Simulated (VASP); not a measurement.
# CaS (Fm-3m) in VASP: a series of runs, part 2 of 2

VASP 6.6.1. The steps go on from the part before.

### Step 3. Electric field gradients, PBE

This run uses another cell than the first one, of 22.98 Å³/atom, 1.053 times its volume.

File INCAR:

```
SYSTEM = CaS
ALGO = Normal ; EDIFF = 1E-8
ENCUT = 400 ; GGA = PE
GGA_COMPAT = .FALSE. ; ISIF = 2
ISMEAR = -1 ; LASPH = .TRUE.
LCHARG = .FALSE. ; LEFG = .TRUE.
LREAL = .FALSE. ; LWAVE = .FALSE.
NBANDS = 15 ; NELM = 120
PREC = Accurate ; SIGMA = 0.01
```

File KPOINTS:

```
k-points
0
G
  7 7 7
  0 0 0
```

File POSCAR:

```
CaS
1.0
    0.0000000000      2.8430000000      2.8430000000
    2.8430000000      0.0000000000      2.8430000000
    2.8430000000      2.8430000000      0.0000000000
Ca S
1 1
Direct
    0.0000000000      0.0000000000      0.0000000000
    0.5000000000      0.5000000000      0.5000000000
```

Potentials or basis: VASP PAW PBE potentials, release 64 (Ca_sv, S).

The run is started by

```console
cat potpaw_PBE.64/Ca_sv/POTCAR potpaw_PBE.64/S/POTCAR > POTCAR
mpirun -np 1 vasp_std > vasp.out
```

OUTCAR:

```text
SYSTEM = CaS
   EDIFF = 1E-8
   ENCUT = 400
   GGA = PE
   ISIF = 2
   ISMEAR = -1
   LASPH = .TRUE.
   LREAL = .FALSE.
   NELM = 120
   PREC = Accurate

 ion  position               nearest neighbor table
   1  0.000  0.000  0.000-   2 2.84   2 2.84   2 2.84   2 2.84   2 2.84   2 2.84
   2  0.500  0.500  0.500-   1 2.84   1 2.84   1 2.84   1 2.84   1 2.84   1 2.84

  LATTYP: Found a face centered cubic cell.
 ALAT       =     5.6860000000

  Lattice vectors:

 A1 = (   0.0000000000,   2.8430000000,   2.8430000000)
 A2 = (   2.8430000000,   0.0000000000,   2.8430000000)
 A3 = (   2.8430000000,   2.8430000000,   0.0000000000)

Analysis of symmetry for initial positions (statically):
=====================================================================
 Subroutine PRICEL returns:
 Original cell was already a primitive cell.

 Routine SETGRP: Setting up the symmetry group for a
 face centered cubic supercell.

 Subroutine GETGRP returns: Found 48 space group operations
 (whereof 48 operations were pure point group operations)
 out of a pool of 48 trial point group operations.

The static configuration has the point symmetry O_h .

Analysis of symmetry for dynamics (positions and initial velocities):
=====================================================================
 Subroutine PRICEL returns:
 Original cell was already a primitive cell.

 Routine SETGRP: Setting up the symmetry group for a
 face centered cubic supercell.

 Subroutine GETGRP returns: Found 48 space group operations
 (whereof 48 operations were pure point group operations)
 out of a pool of 48 trial point group operations.

[... 498 lines left out ...]
      5      -7.8278      2.00000
      6       0.7973      2.00000
      7       0.8770      2.00000
      8       1.4704      2.00000
      9       7.1708      0.00000
     10       8.1247      0.00000
     11       8.9649      0.00000
     12       9.3047      0.00000
     13       9.4842      0.00000
     14      11.5290      0.00000
     15      12.7285      0.00000

------------------------ aborting loop because EDIFF is reached ----------------------------------------

  FORCE on cell =-STRESS in cart. coord.  units (eV):
  Direction    XX          YY          ZZ          XY          YZ          ZX
  --------------------------------------------------------------------------------------
  -------------------------------------------------------------------------------------
  Total        0.2776938      0.2776938      0.2776938      0.0000000      0.0000000      0.0000000
  in kB        9.6809109      9.6809109      9.6809109      0.0000000      0.0000000      0.0000000
  external PRESSURE =       9.6809109 kB  Pullay stress =       0.0000000 kB

 VOLUME and BASIS-vectors are now :
 -----------------------------------------------------------------------------
  energy-cutoff  :      400.00
  volume of cell :       45.96
      direct lattice vectors                 reciprocal lattice vectors
     0.000000000  2.843000000  2.843000000    -0.175870559  0.175870559  0.175870559
     2.843000000  0.000000000  2.843000000     0.175870559 -0.175870559  0.175870559
     2.843000000  2.843000000  0.000000000     0.175870559  0.175870559 -0.175870559

 POSITION                                       TOTAL-FORCE (eV/Angst)
 -----------------------------------------------------------------------------------
      0.00000      0.00000      0.00000         0.000000      0.000000     -0.000000
      2.84300      2.84300      2.84300         0.000000      0.000000      0.000000
 -----------------------------------------------------------------------------------
    total drift:                                0.000000      0.000000      0.000000

  FREE ENERGIE OF THE ION-ELECTRON SYSTEM (eV)
  ---------------------------------------------------
  free  energy   TOTEN  =       -10.3623096642 eV

  energy  without entropy=      -10.3623096642  energy(sigma->0) =      -10.36230966

 Electric field gradients (V/A^2)
---------------------------------------------------------------------
 ion       V_xx      V_yy      V_zz      V_xy      V_xz      V_yz
---------------------------------------------------------------------
   1      -0.000    -0.000     0.000    -0.001    -0.001    -0.001
   2       0.000     0.000     0.000     0.001     0.001     0.001
---------------------------------------------------------------------

 Electric field gradients after diagonalization (V/A^2)
 (convention: |V_zz| > |V_xx| > |V_yy|)
----------------------------------------------------------------------
 ion       V_xx      V_yy      V_zz     asymmetry (V_yy - V_xx)/ V_zz
----------------------------------------------------------------------
   1       0.001     0.001    -0.002       0.000
   2      -0.001    -0.001     0.001       0.000
----------------------------------------------------------------------

           NMR quadrupolar parameters

 Cq : quadrupolar parameter    Cq=e*Q*V_zz/h
 eta: asymmetry parameters     (V_yy - V_xx)/ V_zz
 Q  : nuclear electric quadrupole moment in mb (millibarn)
----------------------------------------------------------------------
 ion       Cq(MHz)       eta       Q (mb)
----------------------------------------------------------------------
   1      -0.000       0.000       1.000
   2       0.000       0.000       1.000
----------------------------------------------------------------------
```

OSZICAR:

```text
N       E                     dE             d eps       ncg     rms          rms(c)
DAV:   1     0.905577946052E+02    0.90558E+02   -0.64102E+03   600   0.805E+02
DAV:   2    -0.680648920013E+01   -0.97364E+02   -0.92113E+02   775   0.225E+02
DAV:   3    -0.104196221422E+02   -0.36131E+01   -0.35877E+01   825   0.419E+01
DAV:   4    -0.106167729950E+02   -0.19715E+00   -0.19709E+00   872   0.837E+00
DAV:   5    -0.106180322947E+02   -0.12593E-02   -0.12593E-02   825   0.759E-01    0.505E+00
DAV:   6    -0.103632153591E+02    0.25482E+00   -0.39349E-01   740   0.322E+00    0.339E+00
DAV:   7    -0.103557079919E+02    0.75074E-02   -0.10803E-01   773   0.201E+00    0.181E+00
DAV:   8    -0.103624447064E+02   -0.67367E-02   -0.19409E-02   691   0.114E+00    0.312E-01
DAV:   9    -0.103620162519E+02    0.42845E-03   -0.10620E-03   761   0.313E-01    0.808E-02
DAV:  10    -0.103622668415E+02   -0.25059E-03   -0.29641E-04   752   0.121E-01    0.273E-02
DAV:  11    -0.103623105328E+02   -0.43691E-04   -0.75113E-05   705   0.713E-02    0.236E-02
DAV:  12    -0.103623098316E+02    0.70125E-06   -0.42634E-06   806   0.139E-02    0.693E-03
DAV:  13    -0.103623097060E+02    0.12554E-06   -0.56185E-07   719   0.506E-03    0.672E-04
DAV:  14    -0.103623096146E+02    0.91457E-07   -0.24163E-08   795   0.134E-03    0.126E-03
DAV:  15    -0.103623096680E+02   -0.53435E-07   -0.40465E-09   433   0.576E-04    0.260E-04
DAV:  16    -0.103623096642E+02    0.38237E-08   -0.12473E-09   363   0.225E-04
   1 F= -.10362310E+02 E0= -.10362310E+02  d E =-.693304E-16
```

Run time: 12 s. Hardware: 1 thread of Intel Xeon 6975P-C, shared host; peak memory 0.15 GiB.

Results:

```
Free energy            : -10.3623 eV
Pressure               : 1.0 GPa
Band gap on the k mesh : 2.41 eV, indirect (least direct gap 3.20 eV)
```

Caveat: without QUAD_EFG the Cq values of the log hold for a quadrupole moment of 1 mb, not for the nuclei. A hybrid or GW would open this gap; PBE tends to underestimate it.

### Step 4. Density of states, PBE

This run uses another cell than the first one, of 22.98 Å³/atom, 1.053 times its volume.

POSCAR is that of step 3.

File INCAR.step1:

```
PREC     = Accurate       # precision mode
ENCUT    = 400            # plane-wave cutoff, eV
EDIFF    = 1E-6           # SCF threshold, eV
ISMEAR   = -1             # smearing method
SIGMA    = 0.01           # smearing width, eV
LREAL    = F              # projectors in reciprocal space
LASPH    = T              # aspherical terms in the spheres
NELM     = 120            # most SCF steps
ALGO     = Normal         # electronic algorithm
ISIF     = 2              # what is computed and relaxed
LWAVE    = F              # write WAVECAR
LCHARG   = T              # write CHGCAR
GGA      = PE             # functional
NBANDS   = 15             # bands
GGA_COMPAT= F            
NEDOS    = 2001           # points of the DOS
LORBIT   = 11             # projections on sites
```

File KPOINTS.step1:

```
regular mesh
0
Gamma
  7 7 7
```

File INCAR.step2:

```
PREC     = Accurate       # precision mode
ENCUT    = 400            # plane-wave cutoff, eV
EDIFF    = 1E-6           # SCF threshold, eV
ISMEAR   = -5             # smearing method
SIGMA    = 0.01           # smearing width, eV
LREAL    = F              # projectors in reciprocal space
LASPH    = T              # aspherical terms in the spheres
NELM     = 120            # most SCF steps
ALGO     = Normal         # electronic algorithm
ISIF     = 2              # what is computed and relaxed
LWAVE    = F              # write WAVECAR
LCHARG   = F              # write CHGCAR
GGA      = PE             # functional
LORBIT   = 11             # projections on sites
NBANDS   = 15             # bands
NEDOS    = 1001           # points of the DOS
ICHARG   = 11             # starting density
GGA_COMPAT= F
```

File KPOINTS.step2:

```
regular mesh
0
Gamma
  11 11 11
```

The run is started by

```console
cat potpaw_PBE.64/Ca_sv/POTCAR potpaw_PBE.64/S/POTCAR > POTCAR
cp INCAR.step1 INCAR
cp KPOINTS.step1 KPOINTS
mpirun -np 1 vasp_std > vasp.out
cp INCAR.step2 INCAR
cp KPOINTS.step2 KPOINTS
mpirun -np 1 vasp_std > vasp.out
```

It took 20 s on 1 thread of Intel Xeon 6975P-C, shared host; peak memory 0.16 GiB.

It converged, with:

```
Valence electrons inside the program's atomic spheres : Ca 8.13; S 3.79
```

Levels at points of the mesh, in eV from the valence-band top:
```tsv
k point	band 4	band 5	band 6	band 7	band 8	band 9	band 10	band 11	band 12	band 13
(0.00, 0.00, 0.00)	-20.16	-11.34	0.00	0.00	0.00	4.16	4.16	4.16	4.18	4.76
```

### Step 5. Overview

```csv
task,cell,k mesh for the DOS,occupations for the DOS,gap on the mesh (eV),pressure (GPa)
electric field gradients,"a = 3.952 Å, angles 60.0°, 2 atoms",-,-,2.29,4.4
electric field gradients,"a = 4.021 Å, angles 60.0°, 2 atoms",-,-,2.41,1.0
density of states,"a = 4.021 Å, angles 60.0°, 2 atoms",11 × 11 × 11,tetrahedron,-,-
```

Alike in all rows: level PBE; potentials or basis VASP PAW PBE potentials, release 64 (Ca_sv, S); no spin polarisation; k mesh 7 × 7 × 7; cutoff (eV) 400; smearing fermi-dirac 0.01 eV.

Total energies depend on the potentials used, so only differences within one code and one set of settings carry meaning.
